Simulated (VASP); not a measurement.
# TePt (R-3m) in VASP: single point with PBEsol

Aim: the single point of TePt with PBEsol.

Program: VASP 6.6.1. These are calculated values, not measurements. Logs are shortened: lines on timing, memory, paths and dates and some standing lists are left out, and cuts for length are marked.

### 1 The cell of the first run

Symmetry: R-3m, No. 166, trigonal system. The conventional cell has a = 3.989 Å, b = 3.989 Å, c = 20.115 Å, α = 90.00°, β = 90.00°, γ = 120.00°. Within 3.4 Å of Pt (site symmetry 3m) lie 3 Te at 2.61 Å and 3 Pt at 2.74 Å. Within 3.4 Å of Te (site symmetry 3m) lie 3 Pt at 2.61 Å.

### 2 Single point, PBEsol (23.10 Å³/atom)

The input, INCAR:

```
SYSTEM = TePt
ALGO = Normal
EDIFF = 1E-6
ENCUT = 520
GGA = PS
ISIF = 2
ISMEAR = -1
LASPH = .True.
LCHARG = .True.
LELF = .True.
LREAL = .False.
LVHAR = .True.
LWAVE = .False.
NBANDS = 24
NELM = 80
PREC = Accurate
SIGMA = 0.05
```

The input, KPOINTS:

```
k-points
0
Gamma
  8 8 8
  0 0 0
```

The input, POSCAR:

```
TePt
1.0
    1.9946894631      1.1516344985      6.7051475689
   -1.9946894631      1.1516344985      6.7051475689
    0.0000000000     -2.3032689970      6.7051475689
Pt Te
2 2
Direct
    0.1296666667      0.1296666667      0.1296666667
    0.8703333333      0.8703333333      0.8703333333
    0.4020000000      0.4020000000      0.4020000000
    0.5980000000      0.5980000000      0.5980000000
```

Potentials or basis: VASP PAW PBE potentials, release 64 (Pt, Te).

Started as:

```sh
cat potpaw_PBE.64/Pt/POTCAR potpaw_PBE.64/Te/POTCAR > POTCAR
mpirun -np 1 vasp_std > vasp.out
```

OUTCAR:

```text
SYSTEM = TePt
   EDIFF = 1E-6
   ENCUT = 520
   GGA = PS
   ISIF = 2
   ISMEAR = -1
   LASPH = .True.
   LREAL = .False.
   NELM = 80
   PREC = Accurate

 ion  position               nearest neighbor table
   1  0.130  0.130  0.130-   3 2.61   3 2.61   3 2.61   2 2.74   2 2.74   2 2.74   4 3.56   4 3.56
                             4 3.56
   2  0.870  0.870  0.870-   4 2.61   4 2.61   4 2.61   1 2.74   1 2.74   1 2.74   3 3.56   3 3.56
                             3 3.56
   3  0.402  0.402  0.402-   1 2.61   1 2.61   1 2.61   2 3.56   2 3.56   2 3.56   4 3.60   4 3.60
                             4 3.60
   4  0.598  0.598  0.598-   2 2.61   2 2.61   2 2.61   1 3.56   1 3.56   1 3.56   3 3.60   3 3.60
                             3 3.60

  LATTYP: Found a trigonal (rhomboedric) cell.
 ALAT       =     7.0897145213
 COS(alpha) =     0.8416846276

  Lattice vectors:

 A1 = (   1.9946894631,   1.1516344985,   6.7051475689)
 A2 = (  -1.9946894631,   1.1516344985,   6.7051475689)
 A3 = (   0.0000000000,  -2.3032689970,   6.7051475689)

Analysis of symmetry for initial positions (statically):
=====================================================================
 Subroutine PRICEL returns:
 Original cell was already a primitive cell.

 Routine SETGRP: Setting up the symmetry group for a
 trigonal (rhombohedral) supercell.

 Subroutine GETGRP returns: Found 12 space group operations
 (whereof 12 operations were pure point group operations)
 out of a pool of 12 trial point group operations.

The static configuration has the point symmetry D_3d.

Analysis of symmetry for dynamics (positions and initial velocities):
=====================================================================
 Subroutine PRICEL returns:
 Original cell was already a primitive cell.

 Routine SETGRP: Setting up the symmetry group for a
 trigonal (rhombohedral) supercell.

 Subroutine GETGRP returns: Found 12 space group operations
 (whereof 12 operations were pure point group operations)
 out of a pool of 12 trial point group operations.

The dynamic configuration has the point symmetry D_3d.

 Subroutine INISYM returns: Found 12 space group operations
 (whereof 12 operations are pure point group operations),
 and found     1 'primitive' translations

----------------------------------------------------------------------------------------

                                     Primitive cell

  volume of cell :      92.4165

  direct lattice vectors                    reciprocal lattice vectors
     1.994689463  1.151634498  6.705147569     0.250665584  0.144721843  0.049713050
    -1.994689463  1.151634498  6.705147569    -0.250665584  0.144721843  0.049713050
     0.000000000 -2.303268997  6.705147569     0.000000000 -0.289443685  0.049713050

  length of vectors
     7.089714521  7.089714521  7.089714521     0.293681859  0.293681859  0.293681859

  position of ions in fractional coordinates (direct lattice)
     0.129666667  0.129666667  0.129666667
     0.870333333  0.870333333  0.870333333
     0.402000000  0.402000000  0.402000000
     0.598000000  0.598000000  0.598000000

  ion indices of the primitive-cell ions
   primitive index   ion index
                 1           1
                 2           2
                 3           3
                 4           4

----------------------------------------------------------------------------------------

 KPOINTS: k-points

Automatic generation of k-mesh.
 Grid dimensions read from file:
 generate k-points for:    8    8    8

 Generating k-lattice:

  Cartesian coordinates                     Fractional coordinates (reciprocal lattice)
     0.031333198  0.018090230  0.006214131     0.125000000  0.000000000 -0.000000000
    -0.031333198  0.018090230  0.006214131     0.000000000  0.125000000 -0.000000000
     0.000000000 -0.036180461  0.006214131    -0.000000000 -0.000000000  0.125000000

  Length of vectors
     0.036710232  0.036710232  0.036710232

  Shift w.r.t. Gamma in fractional coordinates (k-lattice)
     0.000000000  0.000000000  0.000000000

 Subroutine IBZKPT returns following result:
 ===========================================

 Found     65 irreducible k-points:

 Following reciprocal coordinates:
            Coordinates               Weight
  0.000000  0.000000  0.000000      1.000000
  0.125000  0.000000  0.000000      6.000000
  0.250000  0.000000  0.000000      6.000000
  0.375000  0.000000  0.000000      6.000000
  0.500000  0.000000  0.000000      3.000000
  0.125000  0.125000  0.000000      6.000000
[... 16 lines left out ...]
  0.250000  0.125000  0.125000      6.000000
  0.375000  0.125000  0.125000      6.000000
 [... further k-points ...]
   k-points           NKPTS =     65   k-points in BZ     NKDIM =     65   number of bands    NBANDS=     24
   number of dos      NEDOS =    301   number of ions     NIONS =      4
   total plane-waves  NPLWV = 157464
   dimension x,y,z NGX =    54 NGY =   54 NGZ =   54
   dimension x,y,z NGXF=   108 NGYF=  108 NGZF=  108
   ions per type =               2   2
   NGX,Y,Z   is equivalent  to a cutoff of  12.66, 12.66, 12.66 a.u.
   NGXF,Y,Z  is equivalent  to a cutoff of  25.32, 25.32, 25.32 a.u.
 SYSTEM =  TePt
   PREC   = accura    normal or accurate (medium, high low for compatibility)
   ISTART =      0    job   : 0-new  1-cont  2-samecut
   ICHARG =      2    charge: 1-file 2-atom 10-const
   ISPIN  =      1    spin polarized calculation?
   LNONCOLLINEAR =      F non collinear calculations
   LSORBIT =      F    spin-orbit coupling
   LASPH  =      T    aspherical Exc in radial PAW
   ENCUT  =  520.0 eV  38.22 Ry    6.18 a.u.  13.18 13.18 13.18*2*pi/ulx,y,z
   NELM   =     80;   NELMIN=  2; NELMDL= -5     # of ELM steps
   EDIFF  = 0.1E-05   stopping-criterion for ELM
   LREAL  =      F    real-space projection
   EDIFFG = 0.1E-04   stopping-criterion for IOM
   NSW    =      0    number of steps for IOM
   IBRION =     -1    ionic relax: 0-MD 1-quasi-New 2-CG
   NFREE  =      0    steps in history (QN), initial steepest desc. (CG)
   ISIF   =      2    stress and relaxation
   ISYM   =      2    0-nonsym 1-usesym 2-fastsym
   POTIM  = 0.5000    time-step for ionic-motion
   TEBEG  =    0.0;   TEEND  =   0.0 temperature during run
   PSTRESS=    0.0 pullay stress
   NELECT =      32.0000    total number of electrons
   NUPDOWN=      -1.0000    fix difference up-down
   EMIN   =  10.00;   EMAX   =-10.00  energy-range for DOS
   EFERMI =   0.00;   METHOD = LEGACY
   ISMEAR =    -1;   SIGMA  =   0.05  broadening in eV -4-tet -1-fermi 0-gaus
   EFERMI_NEDOS =   21; number of points for ismear=-14 and -15
   IALGO  =     38    algorithm
   IMIX   =      4    mixing-type and parameters
     AMIX     =   0.40;   BMIX     =  1.00
     AMIX_MAG =   1.60;   BMIX_MAG =  1.00
  volume/ion in A,a.u.               =      23.10       155.91
  Fermi-wavevector in a.u.,A,eV,Ry     =   1.149586  2.172403 17.980766  1.321549
  Thomas-Fermi vector in A             =   2.286255
   LORBIT       =      0    0 simple, 1 ext, 2 COOP (PROOUT), +10 PAW based schemes
   GGA     = PS    functional components
   LHFCALC =     F    Hartree Fock is set to
   AEXX    =    0.0000 exact exchange contribution
   IVDW    =     0    specifies the selected vdW correction
   LEPSILON=     F    determine dielectric tensor
   LRPA    =     F    only Hartree local field effects (RPA)
 non-spin polarized calculation
  energy-cutoff  :      520.00
  volume of cell :       92.42
 maximum number of plane-waves:      2524
 NGX is ok and might be reduce to    54
   NGX = 27   NGY = 27   NGZ = 27

 number of electron      32.0000001 magnetization

 Free energy of the ion-electron system (eV)
  ---------------------------------------------------
  ext. energy  EPLUGINS =         0.00000000
  ---------------------------------------------------
  free energy    TOTEN  =       -22.34133108 eV

  energy without entropy =      -22.32376858  energy(sigma->0) =      -22.33254983

 E-fermi :   8.0016     XC(G=0): -10.9438

 val. band max:        7.9693004199   @ k =   0.5000   0.2500   0.1250
 cond. band min:       8.0065052613   @ k =   0.3750   0.1250   0.0000
 fundamental gap:      0.0372048413
 Fermi energy:         8.0016383326

 k-point     1 :       0.0000    0.0000    0.0000
  band No.  band energies     occupation
      1      -5.2125      2.00000
      2      -3.7223      2.00000
      3       1.3129      2.00000
      4       2.6228      2.00000
      5       2.6228      2.00000
      6       3.2936      2.00000
[... 16 lines left out ...]
     23      14.2685      0.00000
     24      15.8628      0.00000

 k-point     2 :       0.1250    0.0000    0.0000
  band No.  band energies     occupation
      1      -5.0575      2.00000
      2      -3.6668      2.00000
      3       1.4734      2.00000
      4       2.6572      2.00000
      5       2.6945      2.00000
      6       3.0728      2.00000
[... 16 lines left out ...]
     23      14.6759      0.00000
     24      15.0929      0.00000

 k-point     3 :       0.2500    0.0000    0.0000
  band No.  band energies     occupation
      1      -4.6423      2.00000
      2      -3.5140      2.00000
      3       1.7516      2.00000
      4       2.2629      2.00000
      5       2.7904      2.00000
      6       3.2436      2.00000
[... 16 lines left out ...]
     23      15.4780      0.00000
     24      15.8748      0.00000

 k-point     4 :       0.3750    0.0000    0.0000
  band No.  band energies     occupation
      1      -4.1289      2.00000
      2      -3.3587      2.00000
      3       1.5653      2.00000
      4       1.9677      2.00000
      5       3.0121      2.00000
      6       3.7445      2.00000
[... 16 lines left out ...]
     23      16.1014      0.00000
     24      16.7929      0.00000

 k-point     5 :       0.5000    0.0000    0.0000
  band No.  band energies     occupation
      1      -3.8437      2.00000
      2      -3.3343      2.00000
      3       1.5078      2.00000
      4       1.8085      2.00000
      5       3.1666      2.00000
      6       3.6267      2.00000
[... 16 lines left out ...]
     23      16.9612      0.00000
     24      17.0614      0.00000

 k-point     6 :       0.1250    0.1250    0.0000
  band No.  band energies     occupation
      1      -5.0434      2.00000
      2      -3.6953      2.00000
      3       1.5293      2.00000
      4       2.6705      2.00000
      5       2.6771      2.00000
      6       3.0859      2.00000
[... 16 lines left out ...]
     23      15.0066      0.00000
     24      15.0735      0.00000
[... 379 lines left out ...]
 k-point    21 :       0.5000    0.5000    0.0000
  band No.  band energies     occupation
      1      -3.6406      2.00000
      2      -3.5710      2.00000
      3       1.4991      2.00000
      4       2.1761      2.00000
      5       3.0430      2.00000
      6       3.0936      2.00000
[... 16 lines left out ...]
     23      14.0028      0.00000
     24      14.4751      0.00000

 k-point    22 :       0.1250    0.1250    0.1250
  band No.  band energies     occupation
      1      -5.1717      2.00000
      2      -3.8059      2.00000
      3       1.4561      2.00000
      4       2.6263      2.00000
      5       2.6263      2.00000
      6       3.2850      2.00000
[... 16 lines left out ...]
     23      14.3440      0.00000
     24      15.9473      0.00000

 k-point    23 :       0.2500    0.1250    0.1250
  band No.  band energies     occupation
      1      -4.9938      2.00000
      2      -3.7871      2.00000
      3       1.6602      2.00000
      4       2.6419      2.00000
      5       2.7047      2.00000
      6       3.0595      2.00000
[... 16 lines left out ...]
     23      14.3475      0.00000
     24      15.0751      0.00000

 k-point    24 :       0.3750    0.1250    0.1250
  band No.  band energies     occupation
      1      -4.5740      2.00000
      2      -3.6235      2.00000
      3       1.8006      2.00000
      4       2.2466      2.00000
      5       2.7587      2.00000
      6       3.3955      2.00000
[... 16 lines left out ...]
     23      15.1268      0.00000
     24      15.7479      0.00000

 [... further k-points ...]
[... 5 lines left out ...]
  --------------------------------------------------------------------------------------
  -------------------------------------------------------------------------------------
  Total       -1.7587725     -1.7587725     -1.5294917      0.0000000      0.0000000      0.0000000
  in kB      -30.4909322    -30.4909322    -26.5160085      0.0000000      0.0000000      0.0000000
  external PRESSURE =     -29.1659576 kB  Pullay stress =       0.0000000 kB

 VOLUME and BASIS-vectors are now :
 -----------------------------------------------------------------------------
  energy-cutoff  :      520.00
  volume of cell :       92.42
      direct lattice vectors                 reciprocal lattice vectors
     1.994689463  1.151634498  6.705147569     0.250665584  0.144721843  0.049713050
    -1.994689463  1.151634498  6.705147569    -0.250665584  0.144721843  0.049713050
     0.000000000 -2.303268997  6.705147569     0.000000000 -0.289443685  0.049713050

 POSITION                                       TOTAL-FORCE (eV/Angst)
 -----------------------------------------------------------------------------------
      0.00000      0.00000      2.60830         0.000000      0.000000      0.179617
      0.00000      0.00000     17.50714         0.000000     -0.000000     -0.179617
      0.00000      0.00000      8.08641         0.000000      0.000000      0.157285
      0.00000      0.00000     12.02903         0.000000      0.000000     -0.157285
 -----------------------------------------------------------------------------------
    total drift:                                0.000000     -0.000000      0.000000

  FREE ENERGIE OF THE ION-ELECTRON SYSTEM (eV)
  ---------------------------------------------------
  free  energy   TOTEN  =       -22.3413310809 eV

  energy  without entropy=      -22.3237685771  energy(sigma->0) =      -22.33254983
```

Run time: 8.4 min. Hardware: 1 thread of Intel Xeon Platinum 8375C at 2.90GHz (Ice Lake), shared host; peak memory 0.44 GiB.

What came out:

| Item | Value |
| --- | --- |
| Free energy | -22.3413 eV |
| Pressure | -2.9 GPa |
| Largest force | 0.180 eV/Å |
| Band gap on the k mesh | zero (bands 16 and 17 overlap by 2.49 eV) |

Forces in eV/Å, atoms in the order of the input:
```
Pt   0.000  0.000  0.180
Pt   0.000  0.000 -0.180
Te   0.000  0.000  0.157
Te   0.000  0.000 -0.157
```

Caveat: the PAW data sets were made with another functional, which shifts forces and pressure a little; spin-orbit coupling is left out, which moves the levels of the heavy elements.

The gap in the log of VASP goes by the Fermi energy; the results here count the filled bands.